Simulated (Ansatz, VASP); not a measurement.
**SiW12: VASP beside Ansatz**

Contents of INCAR:

```
SYSTEM = SiW12
PREC = Accurate ; ENCUT = 520
EDIFF = 1E-7 ; ISMEAR = 0
SIGMA = 0.1 ; LREAL = .False.
LASPH = .True. ; NELM = 80
ALGO = Normal ; ISIF = 2
LWAVE = .False. ; LCHARG = .False.
LDIPOL = .True. ; IDIPOL = 3
DIPOL = 0.5 0.5 0.301 ; GGA = PE
IVDW = 12 ; NBANDS = 98
```

Contents of KPOINTS:

```
Automatic mesh
0
Gamma
  5 5 1
  0 0 0
```

POSCAR

```
SiW12
1.0
    5.6644156868      0.0000000000      0.0000000000
    0.0000000000      5.6644156868      0.0000000000
    0.0000000000      0.0000000000     21.1500668291
W Si
12 1
Direct
    0.2500000000      0.2500000000      0.1891246979
    0.2500000000      0.7500000000      0.1891246979
    0.7500000000      0.2500000000      0.1891246979
    0.7500000000      0.7500000000      0.1891246979
    0.0000000000      0.0000000000      0.2848852803
    0.0000000000      0.5000000000      0.2848852803
    0.5000000000      0.0000000000      0.2848852803
    0.5000000000      0.5000000000      0.2848852803
    0.2500000000      0.2500000000      0.3806166143
    0.2500000000      0.7500000000      0.3806166143
    0.7500000000      0.2500000000      0.3806166143
    0.7500000000      0.7500000000      0.3806166143
    0.2500000000      0.5000000000      0.4988195505
```

Input for Ansatz:

```yaml
crystal:
  lattice:
    - [5.6644156868, 0.0, 0.0]
    - [0.0, 5.6644156868, 0.0]
    - [0.0, 0.0, 21.1500668291]
  atoms:
    - { symbol: W, position: [0.25, 0.25, 0.1891246979] }
    - { symbol: W, position: [0.25, 0.75, 0.1891246979] }
    - { symbol: W, position: [0.75, 0.25, 0.1891246979] }
    - { symbol: W, position: [0.75, 0.75, 0.1891246979] }
    - { symbol: W, position: [0.0, 0.0, 0.2848852803] }
    - { symbol: W, position: [0.0, 0.5, 0.2848852803] }
    - { symbol: W, position: [0.5, 0.0, 0.2848852803] }
    - { symbol: W, position: [0.5, 0.5, 0.2848852803] }
    - { symbol: W, position: [0.25, 0.25, 0.3806166143] }
    - { symbol: W, position: [0.25, 0.75, 0.3806166143] }
    - { symbol: W, position: [0.75, 0.25, 0.3806166143] }
    - { symbol: W, position: [0.75, 0.75, 0.3806166143] }
    - { symbol: Si, position: [0.25, 0.5, 0.4988195505] }
basis:
  ecutwfc: 420
kpoints:
  mp_grid: { grid: [5, 5, 1] }
hamiltonian:
  xc: pbe
  pseudopotentials: { kind: paw, azcp: { folder: soft_1 } }
  dispersion: d3bj
scf:
  occupations: { method: gaussian, width: 0.1 }
output:
  forces: true
  eigenvalues: true
efield:
  axis: 3
  dipole_correction: true
  ramp_width: 0.04
```

Alike in both runs: task single point; functional PBE; dispersion D3(BJ); k mesh 5 × 5 × 1; occupations gaussian, width 0.1 eV; no spin polarisation.

```csv
,VASP,Ansatz
version,VASP 6.6.1,Ansatz 0.2.0
potentials or method,"VASP PAW PBE potentials, release 64 (W_sv, Si), cutoff 520 eV","scalar-relativistic, plane waves, PAW"
valence electrons in the cell,172,172
```

Ansatz gave:

| Property | Result |
| --- | --- |
| gap on the k mesh at the Fermi level (eV) | none |
| rms of the force components (eV/Å) | 0.573 |

Q: Estimate VASP's values.

A: gap on the k mesh at the Fermi level (eV): none; rms of the force components (eV/Å): 0.578.

Atom by atom the forces differ by 0.014 eV/Å (rms over components). A gap of «none» marks a metal or a gap that the smearing closes.

Neither program's run includes spin-orbit coupling.
